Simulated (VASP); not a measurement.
# SrO (Fm-3m) in VASP: single point with HSE06

Aim: the single point of SrO with HSE06.

Everything below comes from runs of VASP 6.6.1. Logs are shortened: lines on timing, memory, paths and dates and some standing lists are left out, and cuts for length are marked.

### Step 1. The cell of the first run

The structure is cubic, space group Fm-3m (No. 225). Conventional cell: a = 5.160 Å, b = 5.160 Å, c = 5.160 Å, α = 90.00°, β = 90.00°, γ = 90.00°. Within 3.4 Å of Sr (site symmetry m-3m) lie 6 O at 2.58 Å. O (site symmetry m-3m) has 6 Sr at 2.58 Å within 3.4 Å.

### Step 2. Single point, HSE06

File POSCAR:

```
SrO
1.0
    0.0000000000      2.5798927166      2.5798927166
    2.5798927166      0.0000000000      2.5798927166
    2.5798927166      2.5798927166      0.0000000000
Sr O
1 1
Direct
    0.5000000000      0.5000000000      0.5000000000
    0.0000000000      0.0000000000      0.0000000000
```

File INCAR.step1:

```
  PREC = Accurate
  ENCUT = 520
  EDIFF = 1E-5
  ISMEAR = 0
  SIGMA = 0.01
  LREAL = F
  LASPH = T
  NELM = 60
  ALGO = Normal
  ISIF = 2
  LWAVE = T
  LCHARG = F
  NBANDS = 15
  GGA = PE
```

File INCAR.step2:

```
  PREC = Accurate
  ENCUT = 520
  EDIFF = 1E-6
  ISMEAR = 0
  SIGMA = 0.01
  LREAL = F
  LASPH = T
  NELM = 60
  ALGO = Normal
  ISIF = 2
  LWAVE = F
  LCHARG = F
  GGA = PE
  LHFCALC = T
  HFSCREEN = 0.2079
  PRECFOCK = Normal
  NBANDS = 15
  ISTART = 1
```

File KPOINTS:

```
regular mesh
0
Gamma
  4 4 4
```

Potentials or basis: VASP PAW PBE potentials, release 64 (Sr_sv, O).

Run with:

```console
$ cat potpaw_PBE.64/Sr_sv/POTCAR potpaw_PBE.64/O/POTCAR > POTCAR
$ cp INCAR.step1 INCAR
$ mpirun -np 1 vasp_std > vasp.out
$ cp INCAR.step2 INCAR
$ mpirun -np 1 vasp_std > vasp.out
```

OUTCAR:

```text
PREC = Accurate
   ENCUT = 520
   EDIFF = 1E-6
   ISMEAR = 0
   LREAL = F
   LASPH = T
   NELM = 60
   ISIF = 2
   GGA = PE
   LHFCALC = T
   HFSCREEN = 0.2079
   PRECFOCK = Normal
   ISTART = 1

 ion  position               nearest neighbor table
   1  0.500  0.500  0.500-   2 2.58   2 2.58   2 2.58   2 2.58   2 2.58   2 2.58
   2  0.000  0.000  0.000-   1 2.58   1 2.58   1 2.58   1 2.58   1 2.58   1 2.58

  LATTYP: Found a face centered cubic cell.
 ALAT       =     5.1597854332

  Lattice vectors:

 A1 = (   0.0000000000,   2.5798927166,   2.5798927166)
 A2 = (   2.5798927166,   0.0000000000,   2.5798927166)
 A3 = (   2.5798927166,   2.5798927166,   0.0000000000)

Analysis of symmetry for initial positions (statically):
=====================================================================
 Subroutine PRICEL returns:
 Original cell was already a primitive cell.

 Routine SETGRP: Setting up the symmetry group for a
 face centered cubic supercell.

 Subroutine GETGRP returns: Found 48 space group operations
 (whereof 48 operations were pure point group operations)
 out of a pool of 48 trial point group operations.

The static configuration has the point symmetry O_h .

Analysis of symmetry for dynamics (positions and initial velocities):
=====================================================================
 Subroutine PRICEL returns:
 Original cell was already a primitive cell.

 Routine SETGRP: Setting up the symmetry group for a
 face centered cubic supercell.

 Subroutine GETGRP returns: Found 48 space group operations
 (whereof 48 operations were pure point group operations)
 out of a pool of 48 trial point group operations.

The dynamic configuration has the point symmetry O_h .

 Subroutine INISYM returns: Found 48 space group operations
 (whereof 48 operations are pure point group operations),
 and found     1 'primitive' translations

----------------------------------------------------------------------------------------

                                     Primitive cell

  volume of cell :      34.3427

  direct lattice vectors                    reciprocal lattice vectors
     0.000000000  2.579892717  2.579892717    -0.193806509  0.193806509  0.193806509
     2.579892717  0.000000000  2.579892717     0.193806509 -0.193806509  0.193806509
     2.579892717  2.579892717  0.000000000     0.193806509  0.193806509 -0.193806509

  length of vectors
     3.648519269  3.648519269  3.648519269     0.335682720  0.335682720  0.335682720

  position of ions in fractional coordinates (direct lattice)
     0.500000000  0.500000000  0.500000000
     0.000000000  0.000000000  0.000000000

  ion indices of the primitive-cell ions
   primitive index   ion index
                 1           1
                 2           2

----------------------------------------------------------------------------------------

 KPOINTS: regular mesh

Automatic generation of k-mesh.
 Grid dimensions read from file:
 generate k-points for:    4    4    4

 Generating k-lattice:

  Cartesian coordinates                     Fractional coordinates (reciprocal lattice)
    -0.048451627  0.048451627  0.048451627     0.250000000  0.000000000  0.000000000
     0.048451627 -0.048451627  0.048451627     0.000000000  0.250000000  0.000000000
     0.048451627  0.048451627 -0.048451627     0.000000000  0.000000000  0.250000000

  Length of vectors
     0.083920680  0.083920680  0.083920680

  Shift w.r.t. Gamma in fractional coordinates (k-lattice)
     0.000000000  0.000000000  0.000000000

 Subroutine IBZKPT returns following result:
 ===========================================

 Found      8 irreducible k-points:

 Following reciprocal coordinates:
            Coordinates               Weight
  0.000000  0.000000  0.000000      1.000000
  0.250000  0.000000  0.000000      8.000000
  0.500000  0.000000  0.000000      4.000000
  0.250000  0.250000  0.000000      6.000000
  0.500000  0.250000  0.000000     24.000000
 -0.250000  0.250000  0.000000     12.000000
  0.500000  0.500000  0.000000      3.000000
 -0.250000  0.500000  0.250000      6.000000
   k-points           NKPTS =      8   k-points in BZ     NKDIM =     64   number of bands    NBANDS=     15
   number of dos      NEDOS =    301   number of ions     NIONS =      2
   total plane-waves  NPLWV =  21952
   dimension x,y,z NGX =    28 NGY =   28 NGZ =   28
   dimension x,y,z NGXF=    56 NGYF=   56 NGZF=   56
   ions per type =               1   1
   NGX,Y,Z   is equivalent  to a cutoff of  12.76, 12.76, 12.76 a.u.
   NGXF,Y,Z  is equivalent  to a cutoff of  25.52, 25.52, 25.52 a.u.
 SYSTEM =  unknown system
   PREC   = accura    normal or accurate (medium, high low for compatibility)
   ISTART =      1    job   : 0-new  1-cont  2-samecut
   ICHARG =      0    charge: 1-file 2-atom 10-const
   ISPIN  =      1    spin polarized calculation?
   LNONCOLLINEAR =      F non collinear calculations
   LSORBIT =      F    spin-orbit coupling
   LASPH  =      T    aspherical Exc in radial PAW
   ENCUT  =  520.0 eV  38.22 Ry    6.18 a.u.   6.78  6.78  6.78*2*pi/ulx,y,z
   NELM   =     60;   NELMIN=  2; NELMDL=  0     # of ELM steps
   EDIFF  = 0.1E-05   stopping-criterion for ELM
   LREAL  =      F    real-space projection
   EDIFFG = 0.1E-04   stopping-criterion for IOM
   NSW    =      0    number of steps for IOM
   IBRION =     -1    ionic relax: 0-MD 1-quasi-New 2-CG
   NFREE  =      0    steps in history (QN), initial steepest desc. (CG)
   ISIF   =      2    stress and relaxation
   ISYM   =      3    0-nonsym 1-usesym 2-fastsym
   POTIM  = 0.5000    time-step for ionic-motion
   TEBEG  =    0.0;   TEEND  =   0.0 temperature during run
   PSTRESS=    0.0 pullay stress
   NELECT =      16.0000    total number of electrons
   NUPDOWN=      -1.0000    fix difference up-down
   EMIN   =  10.00;   EMAX   =-10.00  energy-range for DOS
   EFERMI =   0.00;   METHOD = LEGACY
   ISMEAR =     0;   SIGMA  =   0.01  broadening in eV -4-tet -1-fermi 0-gaus
   EFERMI_NEDOS =   21; number of points for ismear=-14 and -15
   IALGO  =     38    algorithm
   IMIX   =      1    mixing-type and parameters
     AMIX     =   0.40;   BMIX     =  1.00
     AMIX_MAG =   1.60;   BMIX_MAG =  1.00
  volume/ion in A,a.u.               =      17.17       115.88
  Fermi-wavevector in a.u.,A,eV,Ry     =   1.269121  2.398292 21.914485  1.610669
  Thomas-Fermi vector in A             =   2.402180
   LORBIT       =      0    0 simple, 1 ext, 2 COOP (PROOUT), +10 PAW based schemes
   GGA     = PE    functional components
   LHFCALC =     T    Hartree Fock is set to
   PRECFOCK=normal    Normal, Fast or Accurate (Low or Medium for compatibility)
   ENCUT4O =  -1.0   cutoff for four orbital integrals eV
   NKREDX  =     1    reduce k-point grid by
   NKREDY  =     1    reduce k-point grid by
   NKREDZ  =     1    reduce k-point grid by
   AEXX    =    0.2500 exact exchange contribution
   HFSCREEN=    0.2079 screening length (either q_TF or 0.3 A-1)
   HFSCREENC=   0.2079 screening length for correlation (either q_TF or 0.3 A-1)
   ENCUTFOCK=  -1.0 apply spherical cutoff to Coloumb kernel
   IVDW    =     0    specifies the selected vdW correction
   LEPSILON=     F    determine dielectric tensor
   LRPA    =     F    only Hartree local field effects (RPA)
 non-spin polarized calculation
 Gauss-broadening in eV      SIGMA  =   0.01
  energy-cutoff  :      520.00
  volume of cell :       34.34
 maximum number of plane-waves:       941
  NGX = 24; NGY = 24; NGZ = 24

 number of electron      15.9999998 magnetization

 Free energy of the ion-electron system (eV)
  ---------------------------------------------------
  ext. energy  EPLUGINS =         0.00000000
  ---------------------------------------------------
  free energy    TOTEN  =       -14.18159524 eV

  energy without entropy =      -14.18159524  energy(sigma->0) =      -14.18159524

 E-fermi :   0.6458     XC(G=0):  -8.2256

 val. band max:        0.5536945115   @ k =   0.0000   0.0000   0.0000
 cond. band min:       5.2967263756   @ k =   0.5000   0.5000   0.0000
 fundamental gap:      4.7430318641
 Fermi energy:         0.6458308840

 k-point     1 :       0.0000    0.0000    0.0000
  band No.  band energies     occupation
      1     -33.8166      2.00000
      2     -15.9939      2.00000
      3     -14.1767      2.00000
      4     -14.1767      2.00000
      5     -14.1767      2.00000
      6       0.5537      2.00000
      7       0.5537      2.00000
      8       0.5537      2.00000
      9       5.9430      0.00000
     10       8.3971      0.00000
     11       8.3971      0.00000
     12       8.3971      0.00000
     13      10.6241      0.00000
     14      10.6241      0.00000
     15      14.7816      0.00000

 k-point     2 :       0.2500    0.0000    0.0000
  band No.  band energies     occupation
      1     -33.7462      2.00000
      2     -16.7551      2.00000
      3     -14.2143      2.00000
      4     -14.2143      2.00000
      5     -13.5713      2.00000
      6      -0.7409      2.00000
      7      -0.0836      2.00000
      8      -0.0836      2.00000
      9       8.1066      0.00000
     10       8.2635      0.00000
     11       9.5873      0.00000
     12       9.5873      0.00000
     13      12.1328      0.00000
     14      12.1328      0.00000
     15      17.9176      0.00000
[... 77 lines left out ...]
      3     -15.1630      2.00000
      4     -14.5537      2.00000
      5     -14.5537      2.00000
      6       0.0539      2.00000
      7       0.4450      2.00000
      8       0.4450      2.00000
      9       5.2967      0.00000
     10      10.0305      0.00000
     11      12.5220      0.00000
     12      12.6122      0.00000
     13      13.5321      0.00000
     14      13.5321      0.00000
     15      15.9927      0.00000

 k-point     8 :      -0.2500    0.5000    0.2500
  band No.  band energies     occupation
      1     -33.6321      2.00000
      2     -16.5107      2.00000
      3     -14.8658      2.00000
      4     -14.8658      2.00000
      5     -13.7397      2.00000
      6      -0.6298      2.00000
      7       0.0812      2.00000
      8       0.0812      2.00000
      9       8.1566      0.00000
     10       8.1566      0.00000
     11      10.8985      0.00000
     12      13.5502      0.00000
     13      13.8027      0.00000
     14      15.0883      0.00000
     15      17.0405      0.00000

------------------------ aborting loop because EDIFF is reached ----------------------------------------

  FORCE on cell =-STRESS in cart. coord.  units (eV):
  Direction    XX          YY          ZZ          XY          YZ          ZX
  --------------------------------------------------------------------------------------
  -------------------------------------------------------------------------------------
  Total        0.0448538      0.0448538      0.0448538      0.0000000     -0.0000000      0.0000000
  in kB        2.0925452      2.0925452      2.0925452      0.0000000     -0.0000000      0.0000000
  external PRESSURE =       2.0925452 kB  Pullay stress =       0.0000000 kB

 VOLUME and BASIS-vectors are now :
 -----------------------------------------------------------------------------
  energy-cutoff  :      520.00
  volume of cell :       34.34
      direct lattice vectors                 reciprocal lattice vectors
     0.000000000  2.579892717  2.579892717    -0.193806509  0.193806509  0.193806509
     2.579892717  0.000000000  2.579892717     0.193806509 -0.193806509  0.193806509
     2.579892717  2.579892717  0.000000000     0.193806509  0.193806509 -0.193806509

 POSITION                                       TOTAL-FORCE (eV/Angst)
 -----------------------------------------------------------------------------------
      2.57989      2.57989      2.57989         0.000000     -0.000000      0.000000
      0.00000      0.00000      0.00000        -0.000000      0.000000      0.000000
 -----------------------------------------------------------------------------------
    total drift:                                0.000000      0.000000      0.000000

  FREE ENERGIE OF THE ION-ELECTRON SYSTEM (eV)
  ---------------------------------------------------
  free  energy   TOTEN  =       -14.1815952398 eV

  energy  without entropy=      -14.1815952398  energy(sigma->0) =      -14.18159524
```

Run time: 9.1 min. Hardware: 1 thread of AMD EPYC 7R43 (Zen 3), shared host; peak memory 0.22 GiB.

Results:

| Quantity | Value |
| --- | --- |
| Free energy | -14.1816 eV |
| Pressure | 0.2 GPa |
| Band gap on the k mesh | 4.74 eV (least direct gap 4.85 eV) |

Caveat: the k points lie up to 0.53 Å⁻¹ apart; the PAW data sets were made with another functional, which shifts forces and pressure a little. A k mesh can miss the band edges.
